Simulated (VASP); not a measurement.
# ScSi5 (P42_12) in VASP: single point with PBE

Aim: the single point of ScSi5 with PBE.

All numbers are computed with VASP 6.6.1; they aren't measurements. Logs are shortened: lines on timing, memory, paths and dates and some standing lists are left out, and cuts for length are marked.

### Step 1. The cell of the first run

The typed cell holds 12 atoms: a = 7.015 Å, b = 7.015 Å, c = 4.358 Å, α = 90.00°, β = 90.00°, γ = 90.00°.

The cell was built from a structure type or drawn by symmetry, and may not be a known phase.

### Step 2. Single point, PBE

Contents of INCAR:

```
SYSTEM = ScSi5
  PREC = Accurate
  ENCUT = 520
  EDIFF = 1E-6
  ISMEAR = 0
  SIGMA = 0.1
  LREAL = .FALSE.
  LASPH = .TRUE.
  NELM = 100
  ALGO = Normal
  ISIF = 2
  LWAVE = .FALSE.
  LCHARG = .FALSE.
  GGA = PE
  NBANDS = 43
```

Contents of KPOINTS:

```
Automatic mesh
0
G
  4 4 4
  0 0 0
```

Contents of POSCAR:

```
ScSi5
1.0
    7.0145990148      0.0000000000      0.0000000000
    0.0000000000      7.0145990148      0.0000000000
    0.0000000000      0.0000000000      4.3577897481
Sc Si
2 10
Direct
    0.5000000000      0.0000000000      0.1184849208
    0.0000000000      0.5000000000      0.8815150792
    0.0003222508      0.7509236870      0.3796108488
    0.9996777492      0.2490763130      0.3796108488
    0.7490763130      0.5003222508      0.3796108488
    0.2509236870      0.4996777492      0.3796108488
    0.4996777492      0.2509236870      0.6203891512
    0.5003222508      0.7490763130      0.6203891512
    0.7509236870      0.0003222508      0.6203891512
    0.2490763130      0.9996777492      0.6203891512
    0.0000000000      0.0000000000      0.0000000000
    0.5000000000      0.5000000000      0.0000000000
```

Potentials or basis: VASP PAW PBE potentials, release 64 (Sc_sv, Si).

The run is started by

```console
$ cat potpaw_PBE.64/Sc_sv/POTCAR potpaw_PBE.64/Si/POTCAR > POTCAR
$ mpirun -np 1 vasp_std > vasp.out
```

OUTCAR:

```text
SYSTEM = ScSi5
   PREC = Accurate
   ENCUT = 520
   EDIFF = 1E-6
   ISMEAR = 0
   LREAL = .FALSE.
   LASPH = .TRUE.
   NELM = 100
   ISIF = 2
   GGA = PE

 ion  position               nearest neighbor table
   1  0.500  0.000  0.118-   7 2.79   8 2.79   9 2.79  10 2.79   7 2.81   8 2.81   9 2.81  10 2.81

   2  0.000  0.500  0.882-   3 2.79   4 2.79   5 2.79   6 2.79   3 2.81   4 2.81   5 2.81   6 2.81

   3  0.000  0.751  0.380-  11 2.41   6 2.49   5 2.49  10 2.68   9 2.69   2 2.79   2 2.81
   4  1.000  0.249  0.380-  11 2.41   6 2.49   5 2.49   9 2.68  10 2.69   2 2.79   2 2.81
   5  0.749  0.500  0.380-  12 2.41   4 2.49   3 2.49   8 2.68   7 2.69   2 2.79   2 2.81
   6  0.251  0.500  0.380-  12 2.41   4 2.49   3 2.49   7 2.68   8 2.69   2 2.79   2 2.81
   7  0.500  0.251  0.620-  12 2.41  10 2.49   9 2.49   6 2.68   5 2.69   1 2.79   1 2.81
   8  0.500  0.749  0.620-  12 2.41  10 2.49   9 2.49   5 2.68   6 2.69   1 2.79   1 2.81
   9  0.751  0.000  0.620-  11 2.41   8 2.49   7 2.49   4 2.68   3 2.69   1 2.79   1 2.81
  10  0.249  1.000  0.620-  11 2.41   8 2.49   7 2.49   3 2.68   4 2.69   1 2.79   1 2.81
  11  0.000  0.000  0.000-   3 2.41   4 2.41   9 2.41  10 2.41
  12  0.500  0.500  0.000-   5 2.41   6 2.41   7 2.41   8 2.41

  LATTYP: Found a simple tetragonal cell.
 ALAT       =     7.0145990148
 C/A-ratio  =     0.6212457389

  Lattice vectors:

 A1 = (   7.0145990148,   0.0000000000,   0.0000000000)
 A2 = (   0.0000000000,   7.0145990148,   0.0000000000)
 A3 = (   0.0000000000,   0.0000000000,   4.3577897481)

Analysis of symmetry for initial positions (statically):
=====================================================================
 Subroutine PRICEL returns:
 Original cell was already a primitive cell.

 Routine SETGRP: Setting up the symmetry group for a
 simple tetragonal supercell.

 Subroutine GETGRP returns: Found  8 space group operations
 (whereof  4 operations were pure point group operations)
 out of a pool of 16 trial point group operations.

The static configuration has the point symmetry D_2 .
 The point group associated with its full space group is D_4 .

Analysis of symmetry for dynamics (positions and initial velocities):
=====================================================================
 Subroutine PRICEL returns:
 Original cell was already a primitive cell.

 Routine SETGRP: Setting up the symmetry group for a
 simple tetragonal supercell.

 Subroutine GETGRP returns: Found  8 space group operations
 (whereof  4 operations were pure point group operations)
[... 129 lines left out ...]
   EMIN   =  10.00;   EMAX   =-10.00  energy-range for DOS
   EFERMI =   0.00;   METHOD = LEGACY
   ISMEAR =     0;   SIGMA  =   0.10  broadening in eV -4-tet -1-fermi 0-gaus
   EFERMI_NEDOS =   21; number of points for ismear=-14 and -15
   IALGO  =     38    algorithm
   IMIX   =      4    mixing-type and parameters
     AMIX     =   0.40;   BMIX     =  1.00
     AMIX_MAG =   1.60;   BMIX_MAG =  1.00
  volume/ion in A,a.u.               =      17.87       120.58
  Fermi-wavevector in a.u.,A,eV,Ry     =   1.082550  2.045723 15.944873  1.171915
  Thomas-Fermi vector in A             =   2.218594
   LORBIT       =      0    0 simple, 1 ext, 2 COOP (PROOUT), +10 PAW based schemes
   GGA     = PE    functional components
   LHFCALC =     F    Hartree Fock is set to
   AEXX    =    0.0000 exact exchange contribution
   IVDW    =     0    specifies the selected vdW correction
   LEPSILON=     F    determine dielectric tensor
   LRPA    =     F    only Hartree local field effects (RPA)
 non-spin polarized calculation
 Gauss-broadening in eV      SIGMA  =   0.10
  energy-cutoff  :      520.00
  volume of cell :      214.42
 maximum number of plane-waves:      5816
 NGX is ok and might be reduce to    54
   NGX = 27   NGY = 27   NGZ = 17

 number of electron      61.9999988 magnetization

 Free energy of the ion-electron system (eV)
  ---------------------------------------------------
  ext. energy  EPLUGINS =         0.00000000
  ---------------------------------------------------
  free energy    TOTEN  =       -65.44009625 eV

  energy without entropy =      -65.39373126  energy(sigma->0) =      -65.41691376

 E-fermi :   7.2124     XC(G=0): -10.2814

 val. band max:        7.2116852920   @ k =   0.2500   0.2500   0.2500
 cond. band min:       7.2177825852   @ k =   0.0000   0.0000   0.5000
 fundamental gap:      0.0060972932
 Fermi energy:         7.2124141122

 k-point     1 :       0.0000    0.0000    0.0000
  band No.  band energies     occupation
      1     -42.5563      2.00000
      2     -42.5563      2.00000
      3     -21.2467      2.00000
      4     -21.2467      2.00000
      5     -21.2452      2.00000
      6     -21.2452      2.00000
[... 817 lines left out ...]
     42       9.9526      0.00000
     43      10.5157      0.00000

------------------------ aborting loop because EDIFF is reached ----------------------------------------

  FORCE on cell =-STRESS in cart. coord.  units (eV):
  Direction    XX          YY          ZZ          XY          YZ          ZX
  --------------------------------------------------------------------------------------
  -------------------------------------------------------------------------------------
  Total        0.1510175      0.1510175      0.2811938      0.0000000      0.0000000      0.0000000
  in kB        1.1284076      1.1284076      2.1010887      0.0000000      0.0000000      0.0000000
  external PRESSURE =       1.4526346 kB  Pullay stress =       0.0000000 kB

 VOLUME and BASIS-vectors are now :
 -----------------------------------------------------------------------------
  energy-cutoff  :      520.00
  volume of cell :      214.42
      direct lattice vectors                 reciprocal lattice vectors
     7.014599015  0.000000000  0.000000000     0.142559824  0.000000000  0.000000000
     0.000000000  7.014599015  0.000000000     0.000000000  0.142559824  0.000000000
     0.000000000  0.000000000  4.357789748     0.000000000  0.000000000  0.229474127

 POSITION                                       TOTAL-FORCE (eV/Angst)
 -----------------------------------------------------------------------------------
      3.50730      0.00000      0.51633        -0.000000      0.000000      0.000622
      0.00000      3.50730      3.84146        -0.000000      0.000000     -0.000622
      0.00226      5.26743      1.65426        -0.004242      0.000713     -0.002127
      7.01234      1.74717      1.65426         0.004242     -0.000713     -0.002127
      5.25447      3.50956      1.65426        -0.000713     -0.004242     -0.002127
      1.76013      3.50504      1.65426         0.000713      0.004242     -0.002127
      3.50504      1.76013      2.70353         0.004242      0.000713      0.002127
      3.50956      5.25447      2.70353        -0.004242     -0.000713      0.002127
      5.26743      0.00226      2.70353         0.000713     -0.004242      0.002127
      1.74717      7.01234      2.70353        -0.000713      0.004242      0.002127
      0.00000      0.00000      0.00000        -0.000000      0.000000      0.000000
      3.50730      3.50730      0.00000        -0.000000      0.000000      0.000000
 -----------------------------------------------------------------------------------
    total drift:                                0.000000     -0.000000      0.000000

  FREE ENERGIE OF THE ION-ELECTRON SYSTEM (eV)
  ---------------------------------------------------
  free  energy   TOTEN  =       -65.4400962543 eV

  energy  without entropy=      -65.3937312636  energy(sigma->0) =      -65.41691376
```

OSZICAR:

```text
N       E                     dE             d eps       ncg     rms          rms(c)
DAV:   1     0.595289417518E+03    0.59529E+03   -0.24680E+04  1548   0.128E+03
DAV:   2     0.990323389606E+00   -0.59430E+03   -0.57839E+03  1572   0.412E+02
DAV:   3    -0.662943973427E+02   -0.67285E+02   -0.63134E+02  2568   0.124E+02
DAV:   4    -0.698056847579E+02   -0.35113E+01   -0.34020E+01  2528   0.285E+01
DAV:   5    -0.698723584477E+02   -0.66674E-01   -0.65742E-01  2384   0.438E+00    0.141E+01
DAV:   6    -0.656365735676E+02    0.42358E+01   -0.14939E+01  2560   0.244E+01    0.643E+00
DAV:   7    -0.655075628591E+02    0.12901E+00   -0.17268E+00  2640   0.836E+00    0.405E+00
DAV:   8    -0.654685142357E+02    0.39049E-01   -0.68436E-01  2520   0.506E+00    0.110E+00
DAV:   9    -0.654541443487E+02    0.14370E-01   -0.38776E-01  2496   0.459E+00    0.806E-01
DAV:  10    -0.654474710348E+02    0.66733E-02   -0.15396E-01  2520   0.291E+00    0.533E-01
DAV:  11    -0.654399947756E+02    0.74763E-02   -0.31824E-02  2456   0.136E+00    0.776E-02
DAV:  12    -0.654403207222E+02   -0.32595E-03   -0.20956E-03  2592   0.214E-01    0.843E-02
DAV:  13    -0.654400992140E+02    0.22151E-03   -0.12526E-03  2488   0.251E-01    0.213E-02
DAV:  14    -0.654400968785E+02    0.23355E-05   -0.81845E-05  2488   0.674E-02    0.786E-03
DAV:  15    -0.654400962543E+02    0.62418E-06   -0.31966E-06  1784   0.135E-02
   1 F= -.65440096E+02 E0= -.65416914E+02  d E =-.463650E-01
```

stdout:

```text
POSCAR found type information on POSCAR ScSi
 POSCAR found :  2 types and      12 ions
 scaLAPACK will be used
 LDA part: xc-table for (Slater+PW92), standard interpolation
 POSCAR, INCAR and KPOINTS ok, starting setup
 FFT: planning ... GRIDC
 FFT: planning ... GRID_SOFT
 FFT: planning ... GRID
 WAVECAR not read
 entering main loop
```

It took 7.7 min on 1 thread of Oxide Virtual Turin-like, shared host; peak memory 0.32 GiB.

Results:

```
Free energy            : -65.4401 eV
Pressure               : 0.1 GPa
Largest force          : 0.005 eV/Å
Band gap on the k mesh : zero (bands 31 and 32 overlap by 0.72 eV)
```

Forces in eV/Å, atoms in the order of the input:
```
Sc   0.000  0.000  0.001
Sc   0.000  0.000 -0.001
Si  -0.004  0.001 -0.002
Si   0.004 -0.001 -0.002
Si  -0.001 -0.004 -0.002
Si   0.001  0.004 -0.002
Si   0.004  0.001  0.002
Si  -0.004 -0.001  0.002
Si   0.001 -0.004  0.002
Si  -0.001  0.004  0.002
Si   0.000  0.000  0.000
Si   0.000  0.000  0.000
```

Levels at points of the mesh, in eV from the Fermi level:
```tsv
k point	band 29	band 30	band 31	band 32	band 33	band 34
(0.00, 0.00, 0.00)	-0.30	-0.30	-0.28	-0.11	-0.04	0.43
(0.50, 0.00, 0.00)	-1.37	-1.37	-0.53	-0.53	0.07	0.07
(0.50, 0.50, 0.00)	-0.13	-0.13	-0.06	-0.06	0.48	0.48
(0.00, 0.00, 0.50)	-0.35	-0.35	-0.34	0.01	1.38	1.39
(0.50, 0.00, 0.50)	-1.16	-1.16	0.19	0.19	0.64	0.64
(0.50, 0.50, 0.50)	-0.67	-0.67	-0.15	-0.15	0.85	0.85
```

Caveat: the k points lie up to 0.36 Å⁻¹ apart, too coarse for converged energies and pressures of a metal.
